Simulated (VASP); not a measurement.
# Al (Fm-3m) in VASP: notebook, part 2 of 2

VASP 6.6.1. The steps go on from the part before.

**4. Relaxation of cell and atoms, PBE, target pressure 54 GPa, at which the enthalpy is minimised**

INCAR

```
PREC = Accurate ; ENCUT = 600
EDIFF = 1E-6 ; ISMEAR = -1
SIGMA = 0.1 ; LREAL = F
LASPH = T ; NELM = 80
ALGO = Normal ; ISIF = 3
LWAVE = F ; LCHARG = F
GGA = PE ; IBRION = 2
NSW = 60 ; EDIFFG = -0.005
PSTRESS = 540.0
```

KPOINTS

```
Automatic mesh
0
Gamma
  18 18 18
```

POSCAR

```
Al
1.0
    0.0000000000      1.8075789914      1.8075789914
    1.8075789914      0.0000000000      1.8075789914
    1.8075789914      1.8075789914      0.0000000000
Al
1
Direct
    0.0000000000      0.0000000000      0.0000000000
```

Potentials or basis: VASP PAW PBE potentials, release 64 (Al).

The run is started by

```sh
$ cat potpaw_PBE.64/Al/POTCAR > POTCAR
$ mpirun -np 1 vasp_std > vasp.out
```

OUTCAR:

```text
PREC = Accurate
   ENCUT = 600
   EDIFF = 1E-6
   ISMEAR = -1
   LREAL = F
   LASPH = T
   NELM = 80
   ISIF = 3
   GGA = PE
   IBRION = 2
   NSW = 60
   EDIFFG = -0.005
   PSTRESS = 540.0

 ion  position               nearest neighbor table
   1  0.000  0.000  0.000-

  LATTYP: Found a face centered cubic cell.
 ALAT       =     3.6151579828

  Lattice vectors:

 A1 = (   0.0000000000,   1.8075789914,   1.8075789914)
 A2 = (   1.8075789914,   0.0000000000,   1.8075789914)
 A3 = (   1.8075789914,   1.8075789914,   0.0000000000)

Analysis of symmetry for initial positions (statically):
=====================================================================
 Subroutine PRICEL returns:
 Original cell was already a primitive cell.

 Routine SETGRP: Setting up the symmetry group for a
 face centered cubic supercell.

 Subroutine GETGRP returns: Found 48 space group operations
 (whereof 48 operations were pure point group operations)
 out of a pool of 48 trial point group operations.

The static configuration has the point symmetry O_h .

Analysis of symmetry for dynamics (positions and initial velocities):
=====================================================================
 Subroutine PRICEL returns:
 Original cell was already a primitive cell.

 Routine SETGRP: Setting up the symmetry group for a
 face centered cubic supercell.

 Subroutine GETGRP returns: Found 48 space group operations
 (whereof 48 operations were pure point group operations)
 out of a pool of 48 trial point group operations.

The dynamic configuration has the point symmetry O_h .

 Subroutine INISYM returns: Found 48 space group operations
 (whereof 48 operations are pure point group operations),
 and found     1 'primitive' translations

----------------------------------------------------------------------------------------

                                     Primitive cell

  volume of cell :      11.8120

  direct lattice vectors                    reciprocal lattice vectors
     0.000000000  1.807578991  1.807578991    -0.276613084  0.276613084  0.276613084
     1.807578991  0.000000000  1.807578991     0.276613084 -0.276613084  0.276613084
     1.807578991  1.807578991  0.000000000     0.276613084  0.276613084 -0.276613084

  length of vectors
     2.556302725  2.556302725  2.556302725     0.479107916  0.479107916  0.479107916

  position of ions in fractional coordinates (direct lattice)
     0.000000000  0.000000000  0.000000000

  ion indices of the primitive-cell ions
   primitive index   ion index
                 1           1

----------------------------------------------------------------------------------------

 KPOINTS: Automatic mesh

Automatic generation of k-mesh.
 Grid dimensions read from file:
 generate k-points for:   18   18   18

 Generating k-lattice:

  Cartesian coordinates                     Fractional coordinates (reciprocal lattice)
    -0.015367394  0.015367394  0.015367394     0.055555556  0.000000000  0.000000000
     0.015367394 -0.015367394  0.015367394     0.000000000  0.055555556  0.000000000
     0.015367394  0.015367394 -0.015367394     0.000000000  0.000000000  0.055555556

  Length of vectors
     0.026617106  0.026617106  0.026617106

  Shift w.r.t. Gamma in fractional coordinates (k-lattice)
     0.000000000  0.000000000  0.000000000

 Subroutine IBZKPT returns following result:
 ===========================================

 Found    195 irreducible k-points:

 Following reciprocal coordinates:
            Coordinates               Weight
  0.000000  0.000000  0.000000      1.000000
  0.055556  0.000000  0.000000      8.000000
  0.111111  0.000000  0.000000      8.000000
  0.166667  0.000000  0.000000      8.000000
  0.222222  0.000000  0.000000      8.000000
  0.277778  0.000000  0.000000      8.000000
[... 16 lines left out ...]
 -0.277778  0.055556  0.000000     24.000000
 -0.222222  0.055556  0.000000     24.000000
 [... further k-points ...]
   k-points           NKPTS =    195   k-points in BZ     NKDIM =    195   number of bands    NBANDS=      5
   number of dos      NEDOS =    301   number of ions     NIONS =      1
   total plane-waves  NPLWV =   8000
   dimension x,y,z NGX =    20 NGY =   20 NGZ =   20
   dimension x,y,z NGXF=    40 NGYF=   40 NGZF=   40
   ions per type =               1
   NGX,Y,Z   is equivalent  to a cutoff of  13.01, 13.01, 13.01 a.u.
   NGXF,Y,Z  is equivalent  to a cutoff of  26.01, 26.01, 26.01 a.u.
 SYSTEM =  unknown system
   PREC   = accura    normal or accurate (medium, high low for compatibility)
   ISTART =      0    job   : 0-new  1-cont  2-samecut
   ICHARG =      2    charge: 1-file 2-atom 10-const
   ISPIN  =      1    spin polarized calculation?
   LNONCOLLINEAR =      F non collinear calculations
   LSORBIT =      F    spin-orbit coupling
   LASPH  =      T    aspherical Exc in radial PAW
   ENCUT  =  600.0 eV  44.10 Ry    6.64 a.u.   5.11  5.11  5.11*2*pi/ulx,y,z
   NELM   =     80;   NELMIN=  2; NELMDL= -5     # of ELM steps
   EDIFF  = 0.1E-05   stopping-criterion for ELM
   LREAL  =      F    real-space projection
   EDIFFG = -.5E-02   stopping-criterion for IOM
   NSW    =     60    number of steps for IOM
   IBRION =      2    ionic relax: 0-MD 1-quasi-New 2-CG
   NFREE  =      1    steps in history (QN), initial steepest desc. (CG)
   ISIF   =      3    stress and relaxation
   ISYM   =      2    0-nonsym 1-usesym 2-fastsym
   POTIM  = 0.5000    time-step for ionic-motion
   TEBEG  =    0.0;   TEEND  =   0.0 temperature during run
   PSTRESS=  540.0 pullay stress
   NELECT =       3.0000    total number of electrons
   NUPDOWN=      -1.0000    fix difference up-down
   EMIN   =  10.00;   EMAX   =-10.00  energy-range for DOS
   EFERMI =   0.00;   METHOD = LEGACY
   ISMEAR =    -1;   SIGMA  =   0.10  broadening in eV -4-tet -1-fermi 0-gaus
   EFERMI_NEDOS =   21; number of points for ismear=-14 and -15
   IALGO  =     38    algorithm
   IMIX   =      4    mixing-type and parameters
     AMIX     =   0.40;   BMIX     =  1.00
     AMIX_MAG =   1.60;   BMIX_MAG =  1.00
  volume/ion in A,a.u.               =      11.81        79.71
  Fermi-wavevector in a.u.,A,eV,Ry     =   1.036751  1.959176 14.624269  1.074853
  Thomas-Fermi vector in A             =   2.171157
   LORBIT       =      0    0 simple, 1 ext, 2 COOP (PROOUT), +10 PAW based schemes
   GGA     = PE    functional components
   LHFCALC =     F    Hartree Fock is set to
   AEXX    =    0.0000 exact exchange contribution
   IVDW    =     0    specifies the selected vdW correction
   LEPSILON=     F    determine dielectric tensor
   LRPA    =     F    only Hartree local field effects (RPA)
 conjugate gradient relaxation of ions
 non-spin polarized calculation
  energy-cutoff  :      600.00
  volume of cell :       11.81
 maximum number of plane-waves:       411
   NGX = 11   NGY = 11   NGZ = 11

--------------------------------------- Ionic step        1  -------------------------------------------

 number of electron       3.0000000 magnetization

 Free energy of the ion-electron system (eV)
  ---------------------------------------------------
  ext. energy  EPLUGINS =         0.00000000
  ---------------------------------------------------
  free energy    TOTEN  =        -3.16212887 eV

  energy without entropy =       -3.15196406  energy(sigma->0) =       -3.15704646

------------------------ aborting loop because EDIFF is reached ----------------------------------------

  FORCE on cell =-STRESS in cart. coord.  units (eV):
  Direction    XX          YY          ZZ          XY          YZ          ZX
  --------------------------------------------------------------------------------------
  -------------------------------------------------------------------------------------
  Total        4.0028102      4.0028102      4.0028102     -0.0000000      0.0000000     -0.0000000
  in kB      542.9423677    542.9423677    542.9423677     -0.0000000      0.0000000     -0.0000000
  external PRESSURE =       2.9423677 kB  Pullay stress =     540.0000000 kB
[... 61 lines left out ...]
--------------------------------------- Ionic step        3  -------------------------------------------

 number of electron       3.0000000 magnetization

 Free energy of the ion-electron system (eV)
  ---------------------------------------------------
  ext. energy  EPLUGINS =         0.00000000
  ---------------------------------------------------
  free energy    TOTEN  =        -3.16638463 eV

  energy without entropy =       -3.15621329  energy(sigma->0) =       -3.16129896

 E-fermi :  11.9006     XC(G=0): -11.4686

 val. band max:       11.8455715217   @ k =   0.5000   0.4444   0.0556
 cond. band min:      11.9056419360   @ k =  -0.3333   0.0556   0.0000
 fundamental gap:      0.0600704143
 Fermi energy:        11.9005909047

 k-point     1 :       0.0000    0.0000    0.0000
  band No.  band energies     occupation
      1      -1.6823      2.00000
      2      26.5884      0.00000
      3      26.5884      0.00000
      4      26.5884      0.00000
      5      30.9817      0.00000
[... 177 lines left out ...]
 k-point    24 :      -0.2222    0.0556    0.0000
  band No.  band energies     occupation
      1       0.3521      2.00000
      2      16.5615      0.00000
      3      23.4314      0.00000
      4      26.6153      0.00000
      5      29.3216      0.00000

 [... further k-points ...]
[... 5 lines left out ...]
  --------------------------------------------------------------------------------------
  -------------------------------------------------------------------------------------
  Total        3.9847757      3.9847757      3.9847757     -0.0000000      0.0000000     -0.0000000
  in kB      539.9204351    539.9204351    539.9204351     -0.0000000      0.0000000     -0.0000000
  external PRESSURE =      -0.0795649 kB  Pullay stress =     540.0000000 kB
[... 20 lines left out ...]
  energy  without entropy=       -3.1562132880  energy(sigma->0) =       -3.16129896

  enthalpy is  TOTEN    =         0.8189783069 eV   P V=        3.9853629356

 reached required accuracy - stopping structural energy minimisation
```

Run time: 10 s. Hardware: 1 thread of Intel Xeon 6975P-C, shared host; peak memory 0.13 GiB.

What came out:

* Free energy: -3.1664 eV
* Relaxed volume: 11.82 Å³/atom
* Relaxed cell: a = 2.557 Å, b = 2.557 Å, c = 2.557 Å, α = 60.00°, β = 60.00°, γ = 60.00°
* Space group after relaxing (to 0.05 Å): Fm-3m (No. 225)
* Energy change on relaxing (the enthalpy is what falls): -4.3 meV/atom
* Ionic steps: 3
* Pressure after relaxing: 54.0 GPa

Step by step:
```tsv
step	energy change (eV)	largest force (eV/Å)	pressure (GPa)	volume (Å³)
1	0.0000	0.0000	54.29	11.81
2	-0.0125	0.0000	53.43	11.85
3	-0.0043	0.0000	53.99	11.82
```

Final structure:
```cif
data_structure
_symmetry_space_group_name_H-M 'P 1'
_symmetry_Int_Tables_number 1
_cell_length_a 2.5572
_cell_length_b 2.5572
_cell_length_c 2.5572
_cell_angle_alpha 60.000
_cell_angle_beta 60.000
_cell_angle_gamma 60.000
_cell_volume 11.82
loop_
_atom_site_label
_atom_site_type_symbol
_atom_site_fract_x
_atom_site_fract_y
_atom_site_fract_z
_atom_site_occupancy
Al1 Al 0.00000 0.00000 0.00000 1
```

Caveat: the cell is relaxed towards a set pressure, so the enthalpy falls and the energy may rise.

**5. Overview**

```tsv
task	cell	k mesh	cutoff (eV)	gap on the mesh (eV)	pressure (GPa)
single point	a = 2.556 Å, angles 60.0°, 1 atom	18 × 18 × 18	520	none	54.3
single point	a = 2.857 Å, angles 60.0°, 1 atom	17 × 17 × 17	520	none	0.0
relaxation of cell and atoms	relaxed to 54 GPa from a = 2.556 Å, angles 60.0°, 1 atom	18 × 18 × 18	600	none	54.0
```

Alike in all rows: level PBE; potentials or basis VASP PAW PBE potentials, release 64 (Al); no spin polarisation; smearing fermi-dirac 0.1 eV.

Caveats: the cell is relaxed towards a set pressure, so the enthalpy falls and the energy may rise (some runs).

Total energies depend on the potentials used, so only differences within one code and one set of settings carry meaning.
